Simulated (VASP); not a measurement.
Write the native input for VASP 6.6.1 that does the following.

- Task: single point
- Functional: PBE
- Potentials or basis: VASP PAW PBE potentials, release 64 (K_sv, Br)
- Cutoff: 520 eV
- k mesh: 6 × 6 × 4
- Occupations: fermi-dirac, width 0.02 eV
- Spin: no spin polarisation
- Dipole correction: no
- Further INCAR settings: ALGO = Normal; EDIFF = 1e-06; NBANDS = 24

The structure of KBr lies in POSCAR:

```
KBr
1.0
    5.6466742617      0.0000000000      0.0000000000
   -2.8233371308      4.8901633575      0.0000000000
    0.0000000000      0.0000000000      6.5494015615
K Br
2 2
Direct
    0.3333333333      0.6666666667     -0.0625000000
    0.6666666667      0.3333333333      0.4375000000
    0.3333333333      0.6666666667      0.4375000000
    0.6666666667      0.3333333333      0.9375000000
```

This cell differs from its parent crystal: epitaxial xy strain +0.5%.

These files were run (other wordings do the same):

INCAR

```
ALGO     = Normal         # electronic algorithm
EDIFF    = 1E-6           # SCF threshold, eV
ENCUT    = 520            # plane-wave cutoff, eV
GGA      = PE             # functional
ISIF     = 2              # what is computed and relaxed
ISMEAR   = -1             # smearing method
LASPH    = T              # aspherical terms in the spheres
LCHARG   = T              # write CHGCAR
LELF     = T              # ELF
LREAL    = F              # projectors in reciprocal space
LVHAR    = T            
LWAVE    = F              # write WAVECAR
NBANDS   = 24             # bands
NELM     = 60             # most SCF steps
PREC     = Accurate       # precision mode
SIGMA    = 0.02           # smearing width, eV
```

KPOINTS

```
k-points
0
Gamma
  6 6 4
```

Potentials or basis: VASP PAW PBE potentials, release 64 (K_sv, Br).

Command:

```sh
$ cat potpaw_PBE.64/K_sv/POTCAR potpaw_PBE.64/Br/POTCAR > POTCAR
$ mpirun -np 1 vasp_std > vasp.out
```

It gave:

The pressure is 0.3 GPa and the band gap on the k mesh is 4.17 eV, direct.

Caveat: the cell differs from its parent crystal (epitaxial xy strain +0.5%).

Run time: 2.5 min on 1 thread of Oxide Virtual Turin-like Processor (shared host), peak memory 0.29 GiB.
